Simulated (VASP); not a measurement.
Write the native input for VASP 6.6.1 that does the following.

* Task: single point
* Functional: r2SCAN
* Potentials or basis: VASP PAW PBE potentials, release 64 (B, N)
* Cutoff: 520 eV
* k mesh: 12 × 12 × 12
* Occupations: gaussian, width 0.05 eV
* Spin: no spin polarisation
* Dipole correction: no
* Further INCAR settings: ALGO = Normal; EDIFF = 1e-06; NBANDS = 11

Crystal: BN.

```
B N
1.0
     0.00000    1.81300    1.81300
     1.81300    0.00000    1.81300
     1.81300    1.81300    0.00000
B N
1 1
Cartesian
  0.0000 0.0000 0.0000
  2.7051 2.7339 2.7339
```

This cell differs from its parent crystal: all N atoms moved -0.025 Å, as atom 2 towards its neighbour atom 1 (B) at 1.570 Å.

The input as run:

POSCAR

```
BN
1.0
    0.0000000000      1.8130010000      1.8130010000
    1.8130010000      0.0000000000      1.8130010000
    1.8130010000      1.8130010000      0.0000000000
B N
1 1
Direct
    0.0000000000      0.0000000000      0.0000000000
    0.7619418771      0.7460193743      0.7460193743
```

INCAR.step1

```
SYSTEM = BN
  ALGO = Normal
  EDIFF = 1E-4
  ENCUT = 520
  GGA = PE
  ISMEAR = 0
  LASPH = .TRUE.
  LCHARG = .FALSE.
  LREAL = .FALSE.
  LWAVE = .TRUE.
  NBANDS = 11
  NELM = 100
  PREC = Accurate
  SIGMA = 0.05
```

INCAR.step2

```
SYSTEM = BN
  ALGO = Normal
  EDIFF = 1E-6
  ENCUT = 520
  ISIF = 2
  ISMEAR = 0
  ISTART = 1
  LASPH = .TRUE.
  LCHARG = .FALSE.
  LMIXTAU = .TRUE.
  LREAL = .FALSE.
  LWAVE = .FALSE.
  METAGGA = R2SCAN
  NBANDS = 11
  NELM = 100
  PREC = Accurate
  SIGMA = 0.05
```

KPOINTS

```
k-points
0
G
  12 12 12
  0 0 0
```

Potentials or basis: VASP PAW PBE potentials, release 64 (B, N).

The run is started by

```sh
$ cat potpaw_PBE.64/B/POTCAR potpaw_PBE.64/N/POTCAR > POTCAR
$ cp INCAR.step1 INCAR
$ mpirun -np 1 vasp_std > vasp.out
$ cp INCAR.step2 INCAR
$ mpirun -np 1 vasp_std > vasp.out
```

Results of the run:

The pressure is -3.9 GPa. The largest force is 0.559 eV/Å and the band gap on the k mesh is 4.70 eV (least direct gap 9.04 eV).

Caveat: the cell differs from its parent crystal (all N atoms moved -0.025 Å, as atom 2 towards its neighbour atom 1 (B) at 1.570 Å); the cell stands under tension; the PAW data sets were made with another functional, which shifts forces and pressure a little.

It took 41 s on 1 thread of Intel(R) Xeon(R) 6975P-C (Granite Rapids), on a shared host, peak memory 0.14 GiB.
